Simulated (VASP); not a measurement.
Input of a VASP 6.6.1 run:

The input INCAR:

```
  PREC = Accurate
  ENCUT = 520
  EDIFF = 1E-6
  ISMEAR = -1
  SIGMA = 0.05
  LREAL = False
  LASPH = True
  NELM = 100
  ALGO = Normal
  ISIF = 2
  LWAVE = False
  LCHARG = False
  GGA = PE
  NBANDS = 33
```

Contents of KPOINTS:

```
Automatic mesh
0
Gamma
  6 6 5
```

File POSCAR:

```
TiO2
1.0
    2.7060340000     -2.7066550000      0.0000000000
    2.7060340000      2.7066550000      0.0000000000
   -2.6335310000      0.0000000000      4.7486706300
Ti O
2 4
Direct
    0.8658900000      0.1341100000      0.7500000000
    0.1341100000      0.8658900000      0.2500000000
    0.0887550000      0.3312210000      0.1671490000
    0.9112450000      0.6687790000      0.8328510000
    0.6687790000      0.9112450000      0.3328510000
    0.3312210000      0.0887550000      0.6671490000
```

Potentials or basis: VASP PAW PBE potentials, release 64 (Ti_sv, O).

Launch:

```bash
$ cat potpaw_PBE.64/Ti_sv/POTCAR potpaw_PBE.64/O/POTCAR > POTCAR
$ mpirun -np 1 vasp_std > vasp.out
```

Problem. Predict the band gap on the k mesh.

Solution. 2.07 eV (least direct gap 2.40 eV).

Problem. Predict the pressure.

Solution. 1.2 GPa.

Problem. Predict the largest force.

Solution. 0.075 eV/Å.

Forces on the atoms (eV/Å):
```
Ti   0.000 -0.057  0.000
Ti   0.000  0.057  0.000
O    0.000  0.017  0.073
O    0.000 -0.017 -0.073
O    0.000  0.017 -0.073
O    0.000 -0.017  0.073
```

A k mesh can miss the band edges.
